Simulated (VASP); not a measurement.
Set up this calculation in VASP 6.6.1, as the native input.

```
Task                   : single point
Functional             : PBEsol
Potentials or basis    : VASP PAW PBE potentials, release 64 (Rb_sv)
Cutoff                 : 520 eV
k mesh                 : 8 × 8 × 3
Occupations            : fermi-dirac, width 0.1 eV
Spin                   : no spin polarisation
Dipole correction      : no
Further INCAR settings : ALGO = Normal; EDIFF = 1e-06; NBANDS = 26
```

The structure of Rb lies in POSCAR:

```
Rb
1.0
    4.9084154712      0.0000000000      0.0000000000
   -2.4542077356      4.2508124904      0.0000000000
    0.0000000000      0.0000000000     16.0308849289
Rb
4
Direct
    0.0000000000      0.0000000000      0.0000000000
    0.0000000000      0.0000000000      0.5000000000
    0.3333333333      0.6666666667      0.2500000000
    0.6666666667      0.3333333333      0.7500000000
```

This isn't the form of Rb at room conditions, which is bcc.

One way to write it, as run:

INCAR

```
SYSTEM = Rb
ALGO = Normal
EDIFF = 1E-6
ENCUT = 520
GGA = PS
ISIF = 2
ISMEAR = -1
LASPH = .TRUE.
LCHARG = .FALSE.
LREAL = .FALSE.
LWAVE = .FALSE.
NBANDS = 26
NELM = 80
PREC = Accurate
SIGMA = 0.1
```

KPOINTS

```
k-points
0
G
  8 8 3
  0 0 0
```

Potentials or basis: VASP PAW PBE potentials, release 64 (Rb_sv).

The run is started by

```bash
$ cat potpaw_PBE.64/Rb_sv/POTCAR > POTCAR
$ mpirun -np 1 vasp_std > vasp.out
```

It gave:

| Quantity | Value |
| --- | --- |
| Pressure | 0.1 GPa |
| Band gap on the k mesh | zero (bands 18 and 19 overlap by 1.97 eV) |

Caveat: the PAW data sets were made with another functional, which shifts forces and pressure a little.

It took 2.8 min on 1 thread of Oxide Virtual Turin-like Processor, on a shared host, peak memory 0.47 GiB.
